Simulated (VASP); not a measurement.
ScIr2, 6 atoms in the cell. The structure is cubic, space group Fd-3m (No. 227). The conventional cell has a = 7.348 Å, b = 7.348 Å, c = 7.348 Å, α = 90.00°, β = 90.00°, γ = 90.00°. Within 4.0 Å of Sc (site symmetry -43m) lie 12 Ir at 3.05 Å and 4 Sc at 3.18 Å. Ir (site symmetry -3m) has 6 Ir at 2.60 Å and 6 Sc at 3.05 Å within 3.4 Å. 

| Property | Result |
| --- | --- |
| Program | VASP 6.6.1 |
| Task | relaxation of cell and atoms |
| Functional | PBEsol |
| Potentials or basis | VASP PAW PBE potentials, release 64 (Sc_sv, Ir) |
| Cutoff | 600 eV |
| k mesh | 6 × 6 × 6 |
| Occupations | methfessel-paxton, width 0.15 eV |
| Spin | no spin polarisation |
| Target pressure | 2 GPa |
| Dipole correction | no |
| Further INCAR settings | ALGO = Normal; EDIFF = 1e-06; IBRION = 2; EDIFFG = -0.01; NSW = 60; ISIF = 3 |

Potentials or basis: VASP PAW PBE potentials, release 64 (Sc_sv, Ir).

Run with:

```sh
$ cat potpaw_PBE.64/Sc_sv/POTCAR potpaw_PBE.64/Ir/POTCAR > POTCAR
$ mpirun -np 1 vasp_std > vasp.out
```

Hardware: 1 thread of Oxide Virtual Turin-like Processor (shared host).

**Question.** Estimate the wall time of this run.

**Answer.** Wall time 8 min on 1 thread of Oxide Virtual Turin-like Processor, with other jobs on the host, peak memory 0.26 GiB. Counts: scf iterations 33, k points 16, ion steps 3.
